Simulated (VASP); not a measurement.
# BiTe in VASP: notebook, part 2 of 2

VASP 6.6.1. Earlier steps stand in the parts before.

### 4 Single point, PBEsol

This run uses another cell than the first one, of 32.84 Å³/atom.

Contents of INCAR:

```
ALGO = Normal ; EDIFF = 1E-7
ENCUT = 520 ; GGA = PS
ISIF = 2 ; ISMEAR = -1
LASPH = T ; LCHARG = F
LREAL = F ; LWAVE = F
NBANDS = 18 ; NELM = 80
PREC = Accurate ; SIGMA = 0.05
```

Contents of KPOINTS:

```
k-points
0
Gamma
  7 7 7
```

Contents of POSCAR:

```
BiTe
1.0
    0.0000000000      3.2023158909      3.2023158909
    3.2023158909      0.0000000000      3.2023158909
    3.2023158909      3.2023158909      0.0000000000
Bi Te
1 1
Direct
    0.0000000000      0.0000000000      0.0000000000
    0.5000000000      0.5000000000      0.5000000000
```

Potentials or basis: VASP PAW PBE potentials, release 64 (Bi_d, Te).

On the command line:

```
$ cat potpaw_PBE.64/Bi_d/POTCAR potpaw_PBE.64/Te/POTCAR > POTCAR
$ mpirun -np 1 vasp_std > vasp.out
```

OUTCAR:

```text
EDIFF = 1E-7
   ENCUT = 520
   GGA = PS
   ISIF = 2
   ISMEAR = -1
   LASPH = T
   LREAL = F
   NELM = 80
   PREC = Accurate

 ion  position               nearest neighbor table
   1  0.000  0.000  0.000-   2 3.20   2 3.20   2 3.20   2 3.20   2 3.20   2 3.20
   2  0.500  0.500  0.500-   1 3.20   1 3.20   1 3.20   1 3.20   1 3.20   1 3.20

  LATTYP: Found a face centered cubic cell.
 ALAT       =     6.4046317818

  Lattice vectors:
[... 599 lines left out ...]
     18      17.2605      0.00000

------------------------ aborting loop because EDIFF is reached ----------------------------------------

  FORCE on cell =-STRESS in cart. coord.  units (eV):
  Direction    XX          YY          ZZ          XY          YZ          ZX
  --------------------------------------------------------------------------------------
  -------------------------------------------------------------------------------------
  Total       -0.0248422     -0.0248422     -0.0248422     -0.0000000      0.0000000     -0.0000000
  in kB       -0.6060074     -0.6060074     -0.6060074     -0.0000000      0.0000000     -0.0000000
  external PRESSURE =      -0.6060074 kB  Pullay stress =       0.0000000 kB

 VOLUME and BASIS-vectors are now :
 -----------------------------------------------------------------------------
  energy-cutoff  :      520.00
  volume of cell :       65.68
      direct lattice vectors                 reciprocal lattice vectors
     0.000000000  3.202315891  3.202315891    -0.156137001  0.156137001  0.156137001
     3.202315891  0.000000000  3.202315891     0.156137001 -0.156137001  0.156137001
     3.202315891  3.202315891  0.000000000     0.156137001  0.156137001 -0.156137001

 POSITION                                       TOTAL-FORCE (eV/Angst)
 -----------------------------------------------------------------------------------
      0.00000      0.00000      0.00000         0.000000     -0.000000     -0.000000
      3.20232      3.20232      3.20232        -0.000000      0.000000      0.000000
 -----------------------------------------------------------------------------------
    total drift:                               -0.000000      0.000000      0.000000

  FREE ENERGIE OF THE ION-ELECTRON SYSTEM (eV)
  ---------------------------------------------------
  free  energy   TOTEN  =        -7.9692185823 eV

  energy  without entropy=       -7.9473546166  energy(sigma->0) =       -7.95828660
```

OSZICAR:

```text
N       E                     dE             d eps       ncg     rms          rms(c)
DAV:   1     0.155892386637E+03    0.15589E+03   -0.98750E+03   720   0.112E+03
DAV:   2     0.374309311815E+01   -0.15215E+03   -0.14821E+03   782   0.307E+02
DAV:   3    -0.767073105573E+01   -0.11414E+02   -0.11325E+02   864   0.888E+01
DAV:   4    -0.798280378617E+01   -0.31207E+00   -0.31138E+00   892   0.155E+01
DAV:   5    -0.799506312126E+01   -0.12259E-01   -0.12258E-01  1006   0.293E+00    0.683E+00
DAV:   6    -0.796917970881E+01    0.25883E-01   -0.72791E-02  1022   0.183E+00    0.422E+00
DAV:   7    -0.796977579784E+01   -0.59609E-03   -0.22950E-02   840   0.888E-01    0.413E-01
DAV:   8    -0.796916371898E+01    0.61208E-03   -0.42737E-03   920   0.474E-01    0.105E-01
DAV:   9    -0.796922044602E+01   -0.56727E-04   -0.38810E-04   796   0.120E-01    0.421E-02
DAV:  10    -0.796922006578E+01    0.38024E-06   -0.14672E-05   964   0.209E-02    0.271E-02
DAV:  11    -0.796921877704E+01    0.12887E-05   -0.19332E-06   880   0.713E-03    0.804E-03
DAV:  12    -0.796921836962E+01    0.40741E-06   -0.36508E-07   752   0.453E-03    0.423E-03
DAV:  13    -0.796921858537E+01   -0.21574E-06   -0.31055E-08   420   0.111E-03    0.265E-03
DAV:  14    -0.796921858230E+01    0.30691E-08   -0.47501E-09   416   0.833E-04
   1 F= -.79692186E+01 E0= -.79582866E+01  d E =-.218640E-01
```

stdout:

```text
POSCAR found type information on POSCAR BiTe
 POSCAR found :  2 types and       2 ions
 scaLAPACK will be used
 -----------------------------------------------------------------------------
|                                                                             |
|                                                                             |
|     You enforced a specific xc type in the INCAR file but a different       |
|     I HOPE YOU KNOW WHAT YOU ARE DOING!                                     |
|                                                                             |
 -----------------------------------------------------------------------------

 LDA part: xc-table for (Slater+PW92), standard interpolation
 POSCAR, INCAR and KPOINTS ok, starting setup
 FFT: planning ... GRIDC
 FFT: planning ... GRID_SOFT
 FFT: planning ... GRID
 WAVECAR not read
 entering main loop
```

Run time: 48 s. Hardware: 1 thread of Intel Xeon 8259CL, shared host; peak memory 0.21 GiB.

What came out:

```yaml
Free_energy: -7.9692 eV
Pressure: -0.1 GPa
Band_gap_on_the_k_mesh: zero (an odd number of electrons rules out a gap without spin polarisation)
```

Caveat: the PAW data sets were made with another functional, which shifts forces and pressure a little; spin-orbit coupling is left out, which moves the levels of the heavy elements.

### 5 Single point, PBE

Contents of INCAR:

```
ALGO = Normal ; EDIFF = 1E-7
ENCUT = 520 ; GGA = PE
ISIF = 2 ; ISMEAR = 0
LASPH = T ; LCHARG = T
LELF = T ; LREAL = F
LVHAR = T ; LWAVE = F
NBANDS = 18 ; NELM = 60
PREC = Accurate ; SIGMA = 0.011
```

KPOINTS is that of step 4.

Contents of POSCAR:

```
BiTe
1.0
    0.0000000000      3.2350000000      3.2350000000
    3.2350000000      0.0000000000      3.2350000000
    3.2350000000      3.2350000000      0.0000000000
Bi Te
1 1
Direct
    0.0000000000      0.0000000000      0.0000000000
    0.5000000000      0.5000000000      0.5000000000
```

On the command line:

```
$ cat potpaw_PBE.64/Bi_d/POTCAR potpaw_PBE.64/Te/POTCAR > POTCAR
$ mpirun -np 1 vasp_std > vasp.out
```

It took 55 s on 1 thread of Intel Xeon 8259CL, shared host; peak memory 0.21 GiB.

It converged, with:

```
Free energy            : -7.1433 eV
Pressure               : 1.0 GPa
Band gap on the k mesh : zero (an odd number of electrons rules out a gap without spin polarisation)
```

Levels at points of the mesh, in eV from the Fermi level:
| k point | band 8 | band 9 | band 10 | band 11 | band 12 | band 13 |
| --- | --- | --- | --- | --- | --- | --- |
| (0.00, 0.00, 0.00) | -2.57 | -2.57 | -2.57 | 2.12 | 2.12 | 2.12 |

Caveat: spin-orbit coupling is left out, which moves the levels of the heavy elements.

### 6 Single point, PBE

This run uses another cell than the first one, of 34.51 Å³/atom.

Contents of INCAR:

```
SYSTEM = BiTe
ALGO = Normal
EDIFF = 1E-6
ENCUT = 520
GGA = PE
ISIF = 2
ISMEAR = -1
LASPH = .True.
LCHARG = .True.
LELF = .True.
LREAL = .False.
LVHAR = .True.
LWAVE = .False.
NBANDS = 18
NELM = 80
PREC = Accurate
SIGMA = 0.05
```

Contents of KPOINTS:

```
k-points
0
Gamma
  7 7 7
  0 0 0
```

Contents of POSCAR:

```
BiTe
1.0
    0.0000000000      3.2558116251      3.2558116251
    3.2558116251      0.0000000000      3.2558116251
    3.2558116251      3.2558116251      0.0000000000
Bi Te
1 1
Direct
    0.0000000000      0.0000000000      0.0000000000
    0.5000000000      0.5000000000      0.5000000000
```

Potentials or basis: VASP PAW PBE potentials, release 64 (Bi_d, Te).

On the command line:

```
$ cat potpaw_PBE.64/Bi_d/POTCAR potpaw_PBE.64/Te/POTCAR > POTCAR
$ mpirun -np 1 vasp_std > vasp.out
```

OUTCAR:

```text
SYSTEM = BiTe
   EDIFF = 1E-6
   ENCUT = 520
   GGA = PE
   ISIF = 2
   ISMEAR = -1
   LASPH = .True.
   LREAL = .False.
   NELM = 80
   PREC = Accurate

 ion  position               nearest neighbor table
   1  0.000  0.000  0.000-   2 3.26   2 3.26   2 3.26   2 3.26   2 3.26   2 3.26
   2  0.500  0.500  0.500-   1 3.26   1 3.26   1 3.26   1 3.26   1 3.26   1 3.26

  LATTYP: Found a face centered cubic cell.
 ALAT       =     6.5116232502

  Lattice vectors:

 A1 = (   0.0000000000,   3.2558116251,   3.2558116251)
 A2 = (   3.2558116251,   0.0000000000,   3.2558116251)
 A3 = (   3.2558116251,   3.2558116251,   0.0000000000)

Analysis of symmetry for initial positions (statically):
=====================================================================
 Subroutine PRICEL returns:
 Original cell was already a primitive cell.

 Routine SETGRP: Setting up the symmetry group for a
 face centered cubic supercell.

 Subroutine GETGRP returns: Found 48 space group operations
 (whereof 48 operations were pure point group operations)
 out of a pool of 48 trial point group operations.

The static configuration has the point symmetry O_h .

Analysis of symmetry for dynamics (positions and initial velocities):
=====================================================================
 Subroutine PRICEL returns:
 Original cell was already a primitive cell.

 Routine SETGRP: Setting up the symmetry group for a
 face centered cubic supercell.

 Subroutine GETGRP returns: Found 48 space group operations
 (whereof 48 operations were pure point group operations)
 out of a pool of 48 trial point group operations.

The dynamic configuration has the point symmetry O_h .

 Subroutine INISYM returns: Found 48 space group operations
 (whereof 48 operations are pure point group operations),
 and found     1 'primitive' translations

----------------------------------------------------------------------------------------

                                     Primitive cell

  volume of cell :      69.0252

  direct lattice vectors                    reciprocal lattice vectors
     0.000000000  3.255811625  3.255811625    -0.153571538  0.153571538  0.153571538
     3.255811625  0.000000000  3.255811625     0.153571538 -0.153571538  0.153571538
     3.255811625  3.255811625  0.000000000     0.153571538  0.153571538 -0.153571538

  length of vectors
     4.604412957  4.604412957  4.604412957     0.265993707  0.265993707  0.265993707

  position of ions in fractional coordinates (direct lattice)
     0.000000000  0.000000000  0.000000000
     0.500000000  0.500000000  0.500000000

  ion indices of the primitive-cell ions
   primitive index   ion index
                 1           1
                 2           2

----------------------------------------------------------------------------------------

 KPOINTS: k-points

Automatic generation of k-mesh.
 Grid dimensions read from file:
 generate k-points for:    7    7    7

 Generating k-lattice:

  Cartesian coordinates                     Fractional coordinates (reciprocal lattice)
    -0.021938791  0.021938791  0.021938791     0.142857143  0.000000000  0.000000000
     0.021938791 -0.021938791  0.021938791     0.000000000  0.142857143  0.000000000
     0.021938791  0.021938791 -0.021938791     0.000000000  0.000000000  0.142857143

  Length of vectors
     0.037999101  0.037999101  0.037999101

  Shift w.r.t. Gamma in fractional coordinates (k-lattice)
     0.000000000  0.000000000  0.000000000

 Subroutine IBZKPT returns following result:
 ===========================================

 Found     20 irreducible k-points:

 Following reciprocal coordinates:
            Coordinates               Weight
  0.000000  0.000000  0.000000      1.000000
  0.142857  0.000000  0.000000      8.000000
  0.285714  0.000000  0.000000      8.000000
  0.428571  0.000000  0.000000      8.000000
  0.142857  0.142857  0.000000      6.000000
  0.285714  0.142857  0.000000     24.000000
[... 12 lines left out ...]
 -0.428571  0.428571  0.142857     24.000000
 -0.285714  0.428571  0.142857     24.000000
   k-points           NKPTS =     20   k-points in BZ     NKDIM =     20   number of bands    NBANDS=     18
   number of dos      NEDOS =    301   number of ions     NIONS =      2
   total plane-waves  NPLWV =  46656
   dimension x,y,z NGX =    36 NGY =   36 NGZ =   36
   dimension x,y,z NGXF=    72 NGYF=   72 NGZF=   72
   ions per type =               1   1
   NGX,Y,Z   is equivalent  to a cutoff of  13.00, 13.00, 13.00 a.u.
   NGXF,Y,Z  is equivalent  to a cutoff of  26.00, 26.00, 26.00 a.u.
 SYSTEM =  BiTe
   PREC   = accura    normal or accurate (medium, high low for compatibility)
   ISTART =      0    job   : 0-new  1-cont  2-samecut
   ICHARG =      2    charge: 1-file 2-atom 10-const
   ISPIN  =      1    spin polarized calculation?
   LNONCOLLINEAR =      F non collinear calculations
   LSORBIT =      F    spin-orbit coupling
   LASPH  =      T    aspherical Exc in radial PAW
   ENCUT  =  520.0 eV  38.22 Ry    6.18 a.u.   8.56  8.56  8.56*2*pi/ulx,y,z
   NELM   =     80;   NELMIN=  2; NELMDL= -5     # of ELM steps
   EDIFF  = 0.1E-05   stopping-criterion for ELM
   LREAL  =      F    real-space projection
   EDIFFG = 0.1E-04   stopping-criterion for IOM
   NSW    =      0    number of steps for IOM
   IBRION =     -1    ionic relax: 0-MD 1-quasi-New 2-CG
   NFREE  =      0    steps in history (QN), initial steepest desc. (CG)
   ISIF   =      2    stress and relaxation
   ISYM   =      2    0-nonsym 1-usesym 2-fastsym
   POTIM  = 0.5000    time-step for ionic-motion
   TEBEG  =    0.0;   TEEND  =   0.0 temperature during run
   PSTRESS=    0.0 pullay stress
   NELECT =      21.0000    total number of electrons
   NUPDOWN=      -1.0000    fix difference up-down
   EMIN   =  10.00;   EMAX   =-10.00  energy-range for DOS
   EFERMI =   0.00;   METHOD = LEGACY
   ISMEAR =    -1;   SIGMA  =   0.05  broadening in eV -4-tet -1-fermi 0-gaus
   EFERMI_NEDOS =   21; number of points for ismear=-14 and -15
   IALGO  =     38    algorithm
   IMIX   =      4    mixing-type and parameters
     AMIX     =   0.40;   BMIX     =  1.00
     AMIX_MAG =   1.60;   BMIX_MAG =  1.00
  volume/ion in A,a.u.               =      34.51       232.90
  Fermi-wavevector in a.u.,A,eV,Ry     =   1.101063  2.080707 16.494870  1.212339
  Thomas-Fermi vector in A             =   2.237484
   LORBIT       =      0    0 simple, 1 ext, 2 COOP (PROOUT), +10 PAW based schemes
   GGA     = PE    functional components
   LHFCALC =     F    Hartree Fock is set to
   AEXX    =    0.0000 exact exchange contribution
   IVDW    =     0    specifies the selected vdW correction
   LEPSILON=     F    determine dielectric tensor
   LRPA    =     F    only Hartree local field effects (RPA)
 non-spin polarized calculation
  energy-cutoff  :      520.00
  volume of cell :       69.03
 maximum number of plane-waves:      1875
 NGX is ok and might be reduce to    36
   NGX = 17   NGY = 17   NGZ = 17

 number of electron      20.9999995 magnetization

 Free energy of the ion-electron system (eV)
  ---------------------------------------------------
  ext. energy  EPLUGINS =         0.00000000
  ---------------------------------------------------
  free energy    TOTEN  =        -7.16114917 eV

  energy without entropy =       -7.14029220  energy(sigma->0) =       -7.15072068

 E-fermi :   6.4536     XC(G=0):  -9.3457

 val. band max:        6.4354264341   @ k =  -0.4286   0.1429   0.0000
 cond. band min:       6.4660095026   @ k =  -0.4286   0.1429   0.0000
 fundamental gap:      0.0305830685
 Fermi energy:         6.4535927789

 k-point     1 :       0.0000    0.0000    0.0000
  band No.  band energies     occupation
      1     -16.7242      2.00000
      2     -16.7242      2.00000
      3     -16.7226      2.00000
      4     -16.7226      2.00000
      5     -16.7226      2.00000
      6      -6.9682      2.00000
[... 10 lines left out ...]
     17      12.4477      0.00000
     18      13.0309      0.00000
[... 379 lines left out ...]
 k-point    20 :      -0.2857    0.4286    0.1429
  band No.  band energies     occupation
      1     -16.7324      2.00000
      2     -16.7240      2.00000
      3     -16.7206      2.00000
      4     -16.7181      2.00000
      5     -16.7137      2.00000
      6      -4.7800      2.00000
[... 10 lines left out ...]
     17      15.7289      0.00000
     18      16.5540      0.00000

------------------------ aborting loop because EDIFF is reached ----------------------------------------

  FORCE on cell =-STRESS in cart. coord.  units (eV):
  Direction    XX          YY          ZZ          XY          YZ          ZX
  --------------------------------------------------------------------------------------
  -------------------------------------------------------------------------------------
  Total       -0.0334239     -0.0334239     -0.0334239     -0.0000000      0.0000000     -0.0000000
  in kB       -0.7758186     -0.7758186     -0.7758186     -0.0000000      0.0000000     -0.0000000
  external PRESSURE =      -0.7758186 kB  Pullay stress =       0.0000000 kB

 VOLUME and BASIS-vectors are now :
 -----------------------------------------------------------------------------
  energy-cutoff  :      520.00
  volume of cell :       69.03
      direct lattice vectors                 reciprocal lattice vectors
     0.000000000  3.255811625  3.255811625    -0.153571538  0.153571538  0.153571538
     3.255811625  0.000000000  3.255811625     0.153571538 -0.153571538  0.153571538
     3.255811625  3.255811625  0.000000000     0.153571538  0.153571538 -0.153571538

 POSITION                                       TOTAL-FORCE (eV/Angst)
 -----------------------------------------------------------------------------------
      0.00000      0.00000      0.00000         0.000000      0.000000      0.000000
      3.25581      3.25581      3.25581         0.000000      0.000000     -0.000000
 -----------------------------------------------------------------------------------
    total drift:                               -0.000000      0.000000      0.000000

  FREE ENERGIE OF THE ION-ELECTRON SYSTEM (eV)
  ---------------------------------------------------
  free  energy   TOTEN  =        -7.1611491679 eV

  energy  without entropy=       -7.1402921983  energy(sigma->0) =       -7.15072068
```

OSZICAR:

```text
N       E                     dE             d eps       ncg     rms          rms(c)
DAV:   1     0.163155770172E+03    0.16316E+03   -0.97690E+03   720   0.112E+03
DAV:   2     0.565097997521E+01   -0.15750E+03   -0.15330E+03   758   0.304E+02
DAV:   3    -0.679930561487E+01   -0.12450E+02   -0.12191E+02   874   0.913E+01
DAV:   4    -0.717180072451E+01   -0.37250E+00   -0.37217E+00   848   0.167E+01
DAV:   5    -0.718867595318E+01   -0.16875E-01   -0.16874E-01  1006   0.337E+00    0.609E+00
DAV:   6    -0.715655094237E+01    0.32125E-01   -0.11070E-01  1002   0.199E+00    0.375E+00
DAV:   7    -0.716099445480E+01   -0.44435E-02   -0.27815E-02   794   0.833E-01    0.675E-01
DAV:   8    -0.716100497568E+01   -0.10521E-04   -0.40624E-03   892   0.424E-01    0.118E-01
DAV:   9    -0.716114574083E+01   -0.14077E-03   -0.40797E-04   814   0.121E-01    0.436E-02
DAV:  10    -0.716114770904E+01   -0.19682E-05   -0.17067E-05   948   0.246E-02    0.279E-02
DAV:  11    -0.716114951350E+01   -0.18045E-05   -0.13949E-05   790   0.244E-02    0.319E-03
DAV:  12    -0.716114916792E+01    0.34557E-06   -0.20480E-06   692   0.111E-02
   1 F= -.71611492E+01 E0= -.71507207E+01  d E =-.208570E-01
```

Wall time 44 s (1 thread of Intel Xeon 8259CL, shared host); peak memory 0.21 GiB.

Results:

```yaml
Free_energy: -7.1611 eV
Pressure: -0.1 GPa
Band_gap_on_the_k_mesh: zero (an odd number of electrons rules out a gap without spin polarisation)
```

Levels at points of the mesh, in eV from the Fermi level:
```
           k point  band 7  band 8  band 9  band 10  band 11  band 12  band 13  band 14
(0.00, 0.00, 0.00)   -8.23   -2.52   -2.52    -2.52     2.08     2.08     2.08     4.67
```

Caveat: spin-orbit coupling is left out, which moves the levels of the heavy elements.

### 7 Summary

| level | potentials or basis | cell | smearing | gap on the mesh (eV) | pressure (GPa) |
| --- | --- | --- | --- | --- | --- |
| PBE | VASP PAW PBE potentials, release 64 (Bi_d, Te) | a = 4.575 Å, angles 60.0°, 2 atoms, atomic positions A | fermi-dirac 0.05 eV | none | 1.0 |
| LDA | VASP PAW LDA potentials, release 64 (Bi_d, Te) | a = 4.495 Å, angles 60.0°, 2 atoms, atomic positions B | fermi-dirac 0.05 eV | none | 0.1 |
| PBEsol | VASP PAW PBE potentials, release 64 (Bi_d, Te) | a = 4.529 Å, angles 60.0°, 2 atoms, atomic positions B | fermi-dirac 0.05 eV | none | -0.1 |
| PBE | VASP PAW PBE potentials, release 64 (Bi_d, Te) | a = 4.575 Å, angles 60.0°, 2 atoms, atomic positions B | gaussian 0.011 eV | none | 1.0 |
| PBE | VASP PAW PBE potentials, release 64 (Bi_d, Te) | a = 4.604 Å, angles 60.0°, 2 atoms, atomic positions B | fermi-dirac 0.05 eV | none | -0.1 |

Alike in all rows: task single point; no spin polarisation; k mesh 7 × 7 × 7; cutoff (eV) 520.

Caveats: spin-orbit coupling is left out, which moves the levels of the heavy elements; the PAW data sets were made with another functional, which shifts forces and pressure a little (at least some runs).

Total energies depend on the potentials used, so only differences within one code and one set of settings carry meaning.
